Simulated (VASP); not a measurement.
# Mg (P6/mmm) in VASP: notebook, part 2 of 2

VASP 6.6.1. Earlier steps stand in the parts before.

### 4 Single point, LDA (strain +0.030 along x and y, +0.030 along z)

File INCAR:

```
ALGO = Normal
EDIFF = 1E-6
ENCUT = 520
GGA = CA
ISIF = 2
ISMEAR = 0
LASPH = T
LCHARG = F
LREAL = F
LWAVE = F
NBANDS = 7
NELM = 60
PREC = Accurate
SIGMA = 0.15
```

File KPOINTS:

```
k-points
0
Gamma
  18 18 16
```

File POSCAR:

```
Mg
1.0
    3.1418087945      0.0000000000      0.0000000000
   -1.5709043973      2.7208862299      0.0000000000
    0.0000000000      0.0000000000      3.1361826971
Mg
1
Direct
    0.0000000000      0.0000000000      0.0000000000
```

Potentials or basis: VASP PAW LDA potentials, release 64 (Mg).

Started as:

```console
$ cat potpaw_LDA.64/Mg/POTCAR > POTCAR
$ mpirun -np 1 vasp_std > vasp.out
```

OUTCAR:

```text
EDIFF = 1E-6
   ENCUT = 520
   GGA = CA
   ISIF = 2
   ISMEAR = 0
   LASPH = T
   LREAL = F
   NELM = 60
   PREC = Accurate

 ion  position               nearest neighbor table
   1  0.000  0.000  0.000-

  LATTYP: Found a hexagonal cell.
 ALAT       =     3.1418087945
 C/A-ratio  =     0.9982092808

  Lattice vectors:

 A1 = (   3.1418087945,   0.0000000000,   0.0000000000)
 A2 = (  -1.5709043973,   2.7208862299,   0.0000000000)
 A3 = (   0.0000000000,   0.0000000000,   3.1361826971)

Analysis of symmetry for initial positions (statically):
=====================================================================
 Subroutine PRICEL returns:
 Original cell was already a primitive cell.

 Routine SETGRP: Setting up the symmetry group for a
 hexagonal supercell.

 Subroutine GETGRP returns: Found 24 space group operations
 (whereof 24 operations were pure point group operations)
 out of a pool of 24 trial point group operations.

The static configuration has the point symmetry D_6h.

Analysis of symmetry for dynamics (positions and initial velocities):
=====================================================================
 Subroutine PRICEL returns:
 Original cell was already a primitive cell.

 Routine SETGRP: Setting up the symmetry group for a
 hexagonal supercell.

 Subroutine GETGRP returns: Found 24 space group operations
 (whereof 24 operations were pure point group operations)
 out of a pool of 24 trial point group operations.

The dynamic configuration has the point symmetry D_6h.

 Subroutine INISYM returns: Found 24 space group operations
 (whereof 24 operations are pure point group operations),
 and found     1 'primitive' translations

----------------------------------------------------------------------------------------

                                     Primitive cell

  volume of cell :      26.8097

  direct lattice vectors                    reciprocal lattice vectors
     3.141808795  0.000000000  0.000000000     0.318287988  0.183763656  0.000000000
[... 102 lines left out ...]
   IMIX   =      4    mixing-type and parameters
     AMIX     =   0.40;   BMIX     =  1.00
     AMIX_MAG =   1.60;   BMIX_MAG =  1.00
  volume/ion in A,a.u.               =      26.81       180.92
  Fermi-wavevector in a.u.,A,eV,Ry     =   0.689161  1.302326  6.461999  0.474944
  Thomas-Fermi vector in A             =   1.770168
   LORBIT       =      0    0 simple, 1 ext, 2 COOP (PROOUT), +10 PAW based schemes
   GGA     = CA    functional components
   LHFCALC =     F    Hartree Fock is set to
   AEXX    =    0.0000 exact exchange contribution
   IVDW    =     0    specifies the selected vdW correction
   LEPSILON=     F    determine dielectric tensor
   LRPA    =     F    only Hartree local field effects (RPA)
 non-spin polarized calculation
 Gauss-broadening in eV      SIGMA  =   0.15
  energy-cutoff  :      520.00
  volume of cell :       26.81
 maximum number of plane-waves:       744
 NGX is ok and might be reduce to    24
   NGX = 11   NGY = 11   NGZ = 11

 number of electron       2.0000000 magnetization

 Free energy of the ion-electron system (eV)
  ---------------------------------------------------
  ext. energy  EPLUGINS =         0.00000000
  ---------------------------------------------------
  free energy    TOTEN  =        -1.54477809 eV

  energy without entropy =       -1.53982988  energy(sigma->0) =       -1.54230399

 E-fermi :   1.6741     XC(G=0):  -8.1633

 val. band max:        1.6393894133   @ k =   0.2222   0.2222   0.5000
 cond. band min:       1.6767624674   @ k =   0.1111   0.0556   0.3750
 fundamental gap:      0.0373730541
 Fermi energy:         1.6741329783

 k-point     1 :       0.0000    0.0000    0.0000
  band No.  band energies     occupation
      1      -4.5945      2.00000
      2       9.3826      0.00000
      3       9.7995      0.00000
      4      13.6751      0.00000
      5      13.6751      0.00000
      6      14.2020      0.00000
      7      14.2020      0.00000
[... 221 lines left out ...]
 k-point    24 :       0.3889    0.1111    0.0000
  band No.  band energies     occupation
      1      -0.4726      2.00000
      2       1.6892      0.88723
      3       6.8940      0.00000
      4      12.4378      0.00000
      5      13.3680      0.00000
      6      15.2973      0.00000
      7      15.5473      0.00000

 [... further k-points ...]
[... 5 lines left out ...]
  --------------------------------------------------------------------------------------
  -------------------------------------------------------------------------------------
  Total       -0.5116117     -0.5116117     -0.3979130      0.0000000      0.0000000     -0.0000000
  in kB      -30.5745164    -30.5745164    -23.7797479      0.0000000      0.0000000     -0.0000000
  external PRESSURE =     -28.3095935 kB  Pullay stress =       0.0000000 kB

 VOLUME and BASIS-vectors are now :
 -----------------------------------------------------------------------------
  energy-cutoff  :      520.00
  volume of cell :       26.81
      direct lattice vectors                 reciprocal lattice vectors
     3.141808795  0.000000000  0.000000000     0.318287988  0.183763656  0.000000000
    -1.570904397  2.720886230  0.000000000     0.000000000  0.367527311  0.000000000
     0.000000000  0.000000000  3.136182697     0.000000000  0.000000000  0.318858975

 POSITION                                       TOTAL-FORCE (eV/Angst)
 -----------------------------------------------------------------------------------
      0.00000      0.00000      0.00000         0.000000      0.000000      0.000000
 -----------------------------------------------------------------------------------
    total drift:                               -0.000000      0.000000      0.000000

  FREE ENERGIE OF THE ION-ELECTRON SYSTEM (eV)
  ---------------------------------------------------
  free  energy   TOTEN  =        -1.5447780946 eV

  energy  without entropy=       -1.5398298841  energy(sigma->0) =       -1.54230399
```

stdout:

```text
POSCAR found type information on POSCAR Mg
 POSCAR found :  1 types and       1 ions
 scaLAPACK will be used
 LDA part: xc-table for (Slater(with rela. corr.)+CA(PZ))
 , standard interpolation
 POSCAR, INCAR and KPOINTS ok, starting setup
 FFT: planning ... GRIDC
 FFT: planning ... GRID_SOFT
 FFT: planning ... GRID
 WAVECAR not read
 entering main loop
```

Wall time 9.3 s (1 thread of Intel Xeon 6975P-C (Granite Rapids), shared host); peak memory 0.17 GiB.

Results:

```
Free energy            : -1.5448 eV
Pressure               : -2.8 GPa
Band gap on the k mesh : zero (band 1 reaches 4.55 eV, above the bottom of band 2 at -0.40 eV)
```

Levels at points of the mesh, in eV from the Fermi level:
| k point | band 1 | band 2 | band 3 | band 4 | band 5 | band 6 |
| --- | --- | --- | --- | --- | --- | --- |
| (0.00, 0.00, 0.00) | -6.27 | 7.71 | 8.13 | 12.00 | 12.00 | 12.53 |
| (0.50, 0.00, 0.00) | -1.39 | -1.21 | 7.89 | 8.00 | 12.33 | 12.57 |
| (0.00, 0.00, 0.50) | -2.94 | -2.08 | 13.97 | 13.97 | 15.34 | 15.34 |
| (0.50, 0.00, 0.50) | 1.37 | 2.26 | 2.64 | 3.15 | 10.81 | 11.77 |

Caveat: the cell differs from its parent crystal (strain +0.030 along x and y, +0.030 along z).

### 5 The runs side by side

```csv
cell,gap on the mesh (eV),pressure (GPa)
"a = 3.096, b = 3.096, c = 3.136 Å, angles 90.0, 90.0, 120.0°, 1 atom",none,-2.1
"a = 3.142, b = 3.142, c = 3.091 Å, angles 90.0, 90.0, 120.0°, 1 atom",none,-2.6
"a = 3.142, b = 3.142, c = 3.136 Å, angles 90.0, 90.0, 120.0°, 1 atom",none,-2.8
```

Alike in all rows: task single point; level LDA; potentials or basis VASP PAW LDA potentials, release 64 (Mg); no spin polarisation; k mesh 18 × 18 × 16; cutoff (eV) 520; smearing gaussian 0.15 eV.

Total energies depend on the potentials used, so only differences within one code and one set of settings carry meaning.
